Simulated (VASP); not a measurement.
**Ba2SiSbO6: single point with PBE**

The system is Ba2SiSbO6.

```xyz
10
Lattice="0.0000 4.1690 4.1690 4.1690 0.0000 4.1690 4.1690 4.1690 0.0000" Properties=species:S:1:pos:R:3 pbc="T T T"
Si    4.1690    4.1690    4.1690
O     1.9594    4.1690    4.1690
O     4.1690    1.9594    4.1690
O     6.3786    4.1690    4.1690
O     4.1690    6.3786    4.1690
O     4.1690    4.1690    1.9594
O     4.1690    4.1690    6.3786
Sb    0.0000    0.0000    0.0000
Ba    2.0845    2.0845    2.0845
Ba    6.2536    6.2536    6.2536
```

| Quantity | Value |
| --- | --- |
| Program | VASP 6.6.1 |
| Task | single point |
| Functional | PBE |
| Potentials or basis | VASP PAW PBE potentials, release 64 (Si, O, Sb_d_GW, Ba_sv) |
| Cutoff | 700 eV |
| k mesh | 4 × 4 × 4 |
| Occupations | methfessel-paxton, width 0.0277 eV |
| Spin | no spin polarisation |

- Pressure: -0.3 GPa
- Largest force: 2.902 eV/Å
- Band gap on the k mesh: zero (an odd number of electrons rules out a gap without spin polarisation)

Forces on the atoms (eV/Å):
```
Si   0.000  0.000  0.000
O    2.902  0.000  0.000
O    0.000  2.902  0.000
O   -2.902  0.000  0.000
O    0.000 -2.902  0.000
O    0.000  0.000  2.902
O    0.000  0.000 -2.902
Sb   0.000  0.000  0.000
Ba   0.000  0.000  0.000
Ba   0.000  0.000  0.000
```

Levels at points of the mesh, in eV from the Fermi level:
| k point | band 35 | band 36 | band 37 | band 38 | band 39 | band 40 | band 41 | band 42 |
| --- | --- | --- | --- | --- | --- | --- | --- | --- |
| (0.00, 0.00, 0.00) | -2.40 | -1.77 | -1.77 | -1.77 | 2.51 | 2.51 | 2.51 | 3.20 |
| (0.50, 0.00, 0.00) | -2.13 | -2.13 | -2.10 | -0.55 | 1.46 | 4.38 | 4.38 | 5.08 |
| (0.50, 0.50, 0.00) | -2.72 | -2.72 | -1.84 | 0.48 | 4.01 | 4.01 | 4.19 | 4.56 |

Wall time 110 s on 1 thread of Intel(R) Xeon(R) 6975P-C (Granite Rapids) (shared host), peak memory 0.45 GiB.

Caveat: spin-orbit coupling is left out, which moves the levels of the heavy elements; an odd number of electrons without spin polarisation forces a metal; a magnetic or distorted state may lie lower.
